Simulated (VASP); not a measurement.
Input of a VASP 6.6.1 run:

The input INCAR:

```
ALGO = Fast ; EDIFF = 1E-6
ENCUT = 520 ; GGA = PS
ISIF = 2 ; ISMEAR = 0
LASPH = True ; LCHARG = False
LREAL = False ; LWAVE = False
NBANDS = 33 ; NELM = 80
PREC = Accurate ; SIGMA = 0.1
```

File KPOINTS:

```
k-points
0
Gamma
  12 12 8
```

File POSCAR:

```
SiNi2
1.0
    3.8684636107      0.0000000000      0.0000000000
   -1.9342318054      3.3501877605      0.0000000000
    0.0000000000      0.0000000000      4.9169851898
Si Ni
2 4
Direct
    0.3333333333      0.6666666667      0.7500000000
    0.6666666667      0.3333333333      0.2500000000
    0.0000000000      0.0000000000      0.0000000000
    0.0000000000      0.0000000000      0.5000000000
    0.3333333333      0.6666666667      0.2500000000
    0.6666666667      0.3333333333      0.7500000000
```

Potentials or basis: VASP PAW PBE potentials, release 64 (Si, Ni).

Launch:

```console
$ cat potpaw_PBE.64/Si/POTCAR potpaw_PBE.64/Ni/POTCAR > POTCAR
$ mpirun -np 1 vasp_std > vasp.out
```

Problem. Predict the band gap on the k mesh.

Solution. Zero (bands 24 and 25 overlap by 3.38 eV).

Problem. Estimate the pressure.

Solution. 0.3 GPa.

Stress tensor (GPa, compression positive):
```
0.38 0.00 0.00
0.00 0.38 0.00
0.00 0.00 0.13
```

Caveat: the PAW data sets were made with another functional, which shifts forces and pressure a little. Spin polarisation is off, so any magnetic state and its effect on volume and gap are missing.
